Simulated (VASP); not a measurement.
# Al3BSb4 (P-43m) in VASP: further runs, part 2 of 2

VASP 6.6.1.

**4. Single point, PBE**

This run uses another cell than the first one, of 26.96 Å³/atom, 1.233 times its volume.

File INCAR:

```
SYSTEM = Al3BSb4
PREC = Accurate
ENCUT = 500
EDIFF = 1E-6
ISMEAR = 0
SIGMA = 0.1
LREAL = .False.
LASPH = .True.
NELM = 120
ALGO = Normal
ISIF = 2
LWAVE = .False.
LCHARG = .False.
GGA = PE
NBANDS = 26
GGA_COMPAT = .False.
```

File KPOINTS:

```
regular mesh
0
Gamma
  6 6 6
  0 0 0
```

File POSCAR:

```
Al3BSb4
1.0
    5.9966653586      0.0000000000      0.0000000000
    0.0000000000      5.9966653586      0.0000000000
    0.0000000000      0.0000000000      5.9966653586
Al B Sb
3 1 4
Direct
    0.5000000000      0.0000000000      0.0000000000
    0.0000000000      0.0000000000      0.5000000000
    0.0000000000      0.5000000000      0.0000000000
    0.5000000000      0.5000000000      0.5000000000
    0.2712434499      0.7287565501      0.2712434499
    0.2712434499      0.2712434499      0.7287565501
    0.7287565501      0.7287565501      0.7287565501
    0.7287565501      0.2712434499      0.2712434499
```

Potentials or basis: VASP PAW PBE potentials, release 64 (Al, B, Sb).

On the command line:

```sh
$ cat potpaw_PBE.64/Al/POTCAR potpaw_PBE.64/B/POTCAR potpaw_PBE.64/Sb/POTCAR > POTCAR
$ mpirun -np 1 vasp_std > vasp.out
```

OUTCAR:

```text
SYSTEM = Al3BSb4
   PREC = Accurate
   ENCUT = 500
   EDIFF = 1E-6
   ISMEAR = 0
   LREAL = .False.
   LASPH = .True.
   NELM = 120
   ISIF = 2
   GGA = PE

 ion  position               nearest neighbor table
   1  0.500  0.000  0.000-   5 2.68   6 2.68   7 2.68   8 2.68
   2  0.000  0.000  0.500-   5 2.68   6 2.68   7 2.68   8 2.68
   3  0.000  0.500  0.000-   5 2.68   6 2.68   7 2.68   8 2.68
   4  0.500  0.500  0.500-   5 2.38   6 2.38   7 2.38   8 2.38
   5  0.271  0.729  0.271-   4 2.38   2 2.68   3 2.68   1 2.68
   6  0.271  0.271  0.729-   4 2.38   2 2.68   3 2.68   1 2.68
   7  0.729  0.729  0.729-   4 2.38   2 2.68   3 2.68   1 2.68
   8  0.729  0.271  0.271-   4 2.38   2 2.68   3 2.68   1 2.68

  LATTYP: Found a simple cubic cell.
 ALAT       =     5.9966653586

  Lattice vectors:

 A1 = (   5.9966653586,   0.0000000000,   0.0000000000)
 A2 = (   0.0000000000,   5.9966653586,   0.0000000000)
 A3 = (   0.0000000000,   0.0000000000,   5.9966653586)

Analysis of symmetry for initial positions (statically):
=====================================================================
 Subroutine PRICEL returns:
 Original cell was already a primitive cell.

 Routine SETGRP: Setting up the symmetry group for a
 simple cubic supercell.

 Subroutine GETGRP returns: Found 24 space group operations
 (whereof 24 operations were pure point group operations)
 out of a pool of 48 trial point group operations.

The static configuration has the point symmetry T_d .

Analysis of symmetry for dynamics (positions and initial velocities):
=====================================================================
 Subroutine PRICEL returns:
 Original cell was already a primitive cell.

 Routine SETGRP: Setting up the symmetry group for a
 simple cubic supercell.

 Subroutine GETGRP returns: Found 24 space group operations
 (whereof 24 operations were pure point group operations)
 out of a pool of 48 trial point group operations.

The dynamic configuration has the point symmetry T_d .

 Subroutine INISYM returns: Found 24 space group operations
[... 129 lines left out ...]
   GGA     = PE    functional components
   LHFCALC =     F    Hartree Fock is set to
   AEXX    =    0.0000 exact exchange contribution
   IVDW    =     0    specifies the selected vdW correction
   LEPSILON=     F    determine dielectric tensor
   LRPA    =     F    only Hartree local field effects (RPA)
 non-spin polarized calculation
 Gauss-broadening in eV      SIGMA  =   0.10
  energy-cutoff  :      500.00
  volume of cell :      215.64
 maximum number of plane-waves:      5522
 NGX is ok and might be reduce to    48
   NGX = 21   NGY = 21   NGZ = 21

 number of electron      32.0000003 magnetization

 Free energy of the ion-electron system (eV)
  ---------------------------------------------------
  ext. energy  EPLUGINS =         0.00000000
  ---------------------------------------------------
  free energy    TOTEN  =       -33.86005990 eV

  energy without entropy =      -33.85907075  energy(sigma->0) =      -33.85956533

 E-fermi :   5.2403     XC(G=0):  -8.8135

 val. band max:        5.2085863778   @ k =   0.5000   0.5000   0.5000
 cond. band min:       5.6918325792   @ k =   0.5000   0.5000   0.3333
 fundamental gap:      0.4832462014
 Fermi energy:         5.2402988699

 k-point     1 :       0.0000    0.0000    0.0000
  band No.  band energies     occupation
      1      -6.1915      2.00000
      2      -3.7831      2.00000
      3      -3.7831      2.00000
      4      -3.7831      2.00000
      5      -1.8670      2.00000
      6      -0.4547      2.00000
[... 569 lines left out ...]
     25       8.6884      0.00000
     26       8.9811      0.00000

------------------------ aborting loop because EDIFF is reached ----------------------------------------

  FORCE on cell =-STRESS in cart. coord.  units (eV):
  Direction    XX          YY          ZZ          XY          YZ          ZX
  --------------------------------------------------------------------------------------
  -------------------------------------------------------------------------------------
  Total        0.2716516      0.2716516      0.2716516     -0.0000000     -0.0000000      0.0000000
  in kB        2.0183360      2.0183360      2.0183360     -0.0000000     -0.0000000      0.0000000
  external PRESSURE =       2.0183360 kB  Pullay stress =       0.0000000 kB

 VOLUME and BASIS-vectors are now :
 -----------------------------------------------------------------------------
  energy-cutoff  :      500.00
  volume of cell :      215.64
      direct lattice vectors                 reciprocal lattice vectors
     5.996665359  0.000000000  0.000000000     0.166759347  0.000000000  0.000000000
     0.000000000  5.996665359  0.000000000     0.000000000  0.166759347  0.000000000
     0.000000000  0.000000000  5.996665359     0.000000000  0.000000000  0.166759347

 POSITION                                       TOTAL-FORCE (eV/Angst)
 -----------------------------------------------------------------------------------
      2.99833      0.00000      0.00000         0.000000      0.000000      0.000000
      0.00000      0.00000      2.99833         0.000000      0.000000     -0.000000
      0.00000      2.99833      0.00000         0.000000     -0.000000     -0.000000
      2.99833      2.99833      2.99833         0.000000     -0.000000     -0.000000
      1.62656      4.37011      1.62656        -0.000927      0.000927     -0.000927
      1.62656      1.62656      4.37011        -0.000927     -0.000927      0.000927
      4.37011      4.37011      4.37011         0.000927      0.000927      0.000927
      4.37011      1.62656      1.62656         0.000927     -0.000927     -0.000927
 -----------------------------------------------------------------------------------
    total drift:                               -0.000000     -0.000000      0.000000

  FREE ENERGIE OF THE ION-ELECTRON SYSTEM (eV)
  ---------------------------------------------------
  free  energy   TOTEN  =       -33.8600598970 eV

  energy  without entropy=      -33.8590707541  energy(sigma->0) =      -33.85956533
```

Run time: 55 s. Hardware: 1 thread of Intel Xeon 6975P-C (Granite Rapids), shared host; peak memory 0.37 GiB.

What came out:

```yaml
Free_energy: -33.8601 eV
Pressure: 0.2 GPa
```

Levels at points of the mesh, in eV from the Fermi level:
| k point | band 14 | band 15 | band 16 | band 17 | band 18 | band 19 |
| --- | --- | --- | --- | --- | --- | --- |
| (0.00, 0.00, 0.00) | -0.07 | -0.07 | -0.07 | 0.46 | 0.98 | 0.98 |
| (0.50, 0.00, 0.00) | -1.97 | -1.24 | -1.24 | 1.24 | 1.24 | 2.67 |
| (0.50, 0.50, 0.00) | -1.57 | -1.19 | -0.69 | 1.53 | 1.74 | 2.66 |
| (0.50, 0.50, 0.50) | -0.98 | -0.75 | -0.75 | -0.03 | 1.28 | 1.28 |

Caveat: spin-orbit coupling is left out, which moves the levels of the heavy elements.

**5. Relaxation of cell and atoms, PBE**

File INCAR:

```
SYSTEM = Al3BSb4
  PREC = Accurate
  ENCUT = 500
  EDIFF = 1E-7
  ISMEAR = 0
  SIGMA = 0.1
  LREAL = .FALSE.
  LASPH = .TRUE.
  NELM = 120
  ALGO = Normal
  ISIF = 3
  LWAVE = .FALSE.
  LCHARG = .FALSE.
  GGA = PE
  IBRION = 2
  NSW = 90
  EDIFFG = -0.04
  GGA_COMPAT = .FALSE.
  NELMIN = 4
```

File KPOINTS:

```
regular mesh
0
G
  4 4 4
  0 0 0
```

File POSCAR:

```
Al3BSb4
1.0
    5.5930087300      0.0000000000      0.0000000000
    0.0000000000      5.5930087300      0.0000000000
    0.0000000000      0.0000000000      5.5930087300
Al B Sb
3 1 4
Direct
    0.5000000000      0.0000000000      0.0000000000
    0.0000000000      0.0000000000      0.5000000000
    0.0000000000      0.5000000000      0.0000000000
    0.5000000000      0.5000000000      0.5000000000
    0.2500000000      0.7500000000      0.2500000000
    0.2500000000      0.2500000000      0.7500000000
    0.7500000000      0.7500000000      0.7500000000
    0.7500000000      0.2500000000      0.2500000000
```

On the command line:

```sh
$ cat potpaw_PBE.64/Al/POTCAR potpaw_PBE.64/B/POTCAR potpaw_PBE.64/Sb/POTCAR > POTCAR
$ mpirun -np 1 vasp_std > vasp.out
```

It took 2.1 min on 1 thread of Intel Xeon 6975P-C (Granite Rapids), shared host; peak memory 0.28 GiB.

Results (log left out):

| Property | Result |
| --- | --- |
| Free energy | -33.8422 eV |
| Relaxed volume | 27.03 Å³/atom |
| Relaxed cell | a = 6.002 Å, b = 6.002 Å, c = 6.002 Å, α = 90.00°, β = 90.00°, γ = 90.00° |
| Space group after relaxing (to 0.05 Å) | P-43m (No. 215) |
| Energy gained by relaxing | 434.9 meV/atom |
| Ionic steps | 10 |
| Pressure after relaxing | 0.0 GPa |

Step by step:
```
step  energy change (eV)  largest force (eV/Å)  pressure (GPa)  volume (Å³)
   1              0.0000                3.0617           21.88       174.96
   2             -2.2537                0.3095           -6.83       262.00
   3             -3.1906                0.9967           -1.27       223.89
   4             -3.1912                1.0239           -1.02       222.83
   5             -3.3720                0.6760           -0.52       219.40
   6             -3.4753                0.0014            0.57       214.27
   7             -3.4759                0.0601            0.47       214.67
   8             -3.4759                0.0357            0.51       214.51
   9             -3.4779                0.0446           -0.25       217.31
  10             -3.4789                0.0152            0.03       216.26
```

Final structure:
```
Al B Sb
1.0
     6.00239    0.00000    0.00000
     0.00000    6.00239    0.00000
     0.00000    0.00000    6.00239
Al B Sb
3 1 4
Direct
  0.50000 0.00000 0.00000
  0.00000 0.00000 0.50000
  0.00000 0.50000 0.00000
  0.50000 0.50000 0.50000
  0.27132 0.72868 0.27132
  0.27132 0.27132 0.72868
  0.72868 0.72868 0.72868
  0.72868 0.27132 0.27132
```

Levels at points of the mesh, in eV from the Fermi level:
| k point | band 14 | band 15 | band 16 | band 17 | band 18 | band 19 |
| --- | --- | --- | --- | --- | --- | --- |
| (0.00, 0.00, 0.00) | -0.06 | -0.06 | -0.06 | 0.46 | 0.99 | 1.02 |
| (0.50, 0.00, 0.00) | -1.96 | -1.23 | -1.23 | 1.25 | 1.25 | 2.67 |
| (0.50, 0.50, 0.00) | -1.55 | -1.17 | -0.68 | 1.54 | 1.74 | 2.67 |
| (0.50, 0.50, 0.50) | -0.97 | -0.73 | -0.73 | -0.02 | 1.27 | 1.27 |

Caveat: the volume moved by over 15 % at a fixed basis, so the end points are rough; spin-orbit coupling is left out, which moves the levels of the heavy elements.

**6. Relaxation of cell and atoms, PBE**

This run uses another cell than the first one, of 26.90 Å³/atom, 1.230 times its volume.

File INCAR:

```
SYSTEM = Al3BSb4
PREC = Accurate ; ENCUT = 500
EDIFF = 1E-7 ; ISMEAR = 0
SIGMA = 0.1 ; LREAL = .FALSE.
LASPH = .TRUE. ; NELM = 120
ALGO = Normal ; ISIF = 3
LWAVE = .FALSE. ; LCHARG = .FALSE.
GGA = PE ; IBRION = 2
NSW = 100 ; EDIFFG = -0.01
GGA_COMPAT = .FALSE. ; NELMIN = 4
```

File KPOINTS:

```
Automatic mesh
0
G
  6 6 6
  0 0 0
```

File POSCAR:

```
Al3BSb4
1.0
    5.9926321492      0.0000000000      0.0000000000
    0.0000000000      5.9926321492      0.0000000000
    0.0000000000      0.0000000000      5.9926321492
Al B Sb
3 1 4
Direct
    0.5000000000      0.0000000000      0.0000000000
    0.0000000000      0.0000000000      0.5000000000
    0.0000000000      0.5000000000      0.0000000000
    0.5000000000      0.5000000000      0.5000000000
    0.2712136063      0.7287863937      0.2712136063
    0.2712136063      0.2712136063      0.7287863937
    0.7287863937      0.7287863937      0.7287863937
    0.7287863937      0.2712136063      0.2712136063
```

Potentials or basis: VASP PAW PBE potentials, release 64 (Al, B, Sb).

On the command line:

```sh
$ cat potpaw_PBE.64/Al/POTCAR potpaw_PBE.64/B/POTCAR potpaw_PBE.64/Sb/POTCAR > POTCAR
$ mpirun -np 1 vasp_std > vasp.out
```

It took 83 s on 1 thread of Intel Xeon 6975P-C (Granite Rapids), shared host; peak memory 0.39 GiB.

Results (log left out):

| Item | Value |
| --- | --- |
| Free energy | -33.8605 eV |
| Relaxed volume | 27.05 Å³/atom |
| Relaxed cell | a = 6.004 Å, b = 6.004 Å, c = 6.004 Å, α = 90.00°, β = 90.00°, γ = 90.00° |
| Space group after relaxing (to 0.05 Å) | P-43m (No. 215) |
| Energy gained by relaxing | 0.1 meV/atom |
| Ionic steps | 3 |
| Pressure after relaxing | 0.0 GPa |

Step by step:
| step | energy change (eV) | largest force (eV/Å) | pressure (GPa) | volume (Å³) |
| --- | --- | --- | --- | --- |
| 1 | 0.0000 | 0.0024 | 0.32 | 215.21 |
| 2 | -0.0010 | 0.0018 | -0.12 | 216.88 |
| 3 | -0.0012 | 0.0006 | 0.00 | 216.38 |

Final structure:
```
Al B Sb
1.0
     6.00356    0.00000    0.00000
     0.00000    6.00356    0.00000
     0.00000    0.00000    6.00356
Al B Sb
3 1 4
Direct
  0.50000 0.00000 0.00000
  0.00000 0.00000 0.50000
  0.00000 0.50000 0.00000
  0.50000 0.50000 0.50000
  0.27122 0.72878 0.27122
  0.27122 0.27122 0.72878
  0.72878 0.72878 0.72878
  0.72878 0.27122 0.27122
```

Levels at points of the mesh, in eV from the Fermi level:
```tsv
k point	band 14	band 15	band 16	band 17	band 18	band 19
(0.00, 0.00, 0.00)	-0.06	-0.06	-0.06	0.45	0.98	0.98
(0.50, 0.00, 0.00)	-1.96	-1.23	-1.23	1.24	1.24	2.67
(0.50, 0.50, 0.00)	-1.56	-1.18	-0.69	1.53	1.73	2.66
(0.50, 0.50, 0.50)	-0.97	-0.74	-0.74	-0.03	1.26	1.26
```

Caveat: spin-orbit coupling is left out, which moves the levels of the heavy elements.

**7. Overview**

| task | cell | k mesh | pressure (GPa) | relaxed volume (Å³/atom) |
| --- | --- | --- | --- | --- |
| single point | a = 5.593 Å, 8 atoms | 4 × 4 × 4 | 21.9 | - |
| single point | a = 5.993 Å, 8 atoms | 4 × 4 × 4 | 0.3 | - |
| single point | a = 5.997 Å, 8 atoms | 6 × 6 × 6 | 0.2 | - |
| relaxation of cell and atoms | relaxed from a = 5.593 Å, 8 atoms | 4 × 4 × 4 | 0.0 | 27.03 |
| relaxation of cell and atoms | relaxed from a = 5.993 Å, 8 atoms | 6 × 6 × 6 | 0.0 | 27.05 |

Alike in all rows: level PBE; potentials or basis VASP PAW PBE potentials, release 64 (Al, B, Sb); no spin polarisation; cutoff (eV) 500; smearing gaussian 0.1 eV.

Caveats: spin-orbit coupling is left out, which moves the levels of the heavy elements; the volume moved by over 15 % at a fixed basis, so the end points are rough (some runs).

Total energies depend on the potentials used, so only differences within one code and one set of settings carry meaning.
